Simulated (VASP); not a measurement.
Set up this calculation in VASP 6.6.1, as the native input.

- Task: single point
- Functional: PBEsol
- Potentials or basis: VASP PAW PBE potentials, release 64 (B, N)
- Cutoff: 520 eV
- k mesh: 12 × 12 × 6
- Occupations: fermi-dirac, width 0.02 eV
- Spin: no spin polarisation
- Dipole correction: no
- Further INCAR settings: ALGO = Normal; EDIFF = 1e-06; NBANDS = 16

The structure of BN lies in POSCAR:

```
BN
1.0
    2.5410075862      0.0000000000      0.0000000000
   -1.2705037931      2.2005771208      0.0000000000
    0.0000000000      0.0000000000      4.2033070291
B N
2 2
Direct
    0.6666666667      0.3333333333      0.0002668212
    0.3333333333      0.6666666667      0.5002668212
    0.6666666667      0.3333333333      0.3747331788
    0.3333333333      0.6666666667      0.8747331788
```

The input as run:

INCAR

```
SYSTEM = BN
ALGO     = Normal         ! electronic algorithm
EDIFF    = 1E-6           ! SCF threshold, eV
ENCUT    = 520            ! plane-wave cutoff, eV
GGA      = PS             ! functional
ISIF     = 2              ! what is computed and relaxed
ISMEAR   = -1             ! smearing method
LASPH    = .True.         ! aspherical terms in the spheres
LCHARG   = .False.        ! write CHGCAR
LREAL    = .False.        ! projectors in reciprocal space
LWAVE    = .False.        ! write WAVECAR
NBANDS   = 16             ! bands
NELM     = 60             ! most SCF steps
PREC     = Accurate       ! precision mode
SIGMA    = 0.02           ! smearing width, eV
```

KPOINTS

```
k-points
0
Gamma
  12 12 6
  0 0 0
```

Potentials or basis: VASP PAW PBE potentials, release 64 (B, N).

Run with:

```bash
$ cat potpaw_PBE.64/B/POTCAR potpaw_PBE.64/N/POTCAR > POTCAR
$ mpirun -np 1 vasp_std > vasp.out
```

It gave:

```json
{"Pressure": "0.6 GPa", "Largest force": "0.003 eV/Å", "Band gap on the k mesh": "4.95 eV, indirect (least direct gap 8.22 eV)"}
```

Caveat: the PAW data sets were made with another functional, which shifts forces and pressure a little.

It took 27 s on 1 thread of AMD EPYC 7R43 64-Core Processor (Zen 3), on a shared host, peak memory 0.11 GiB.
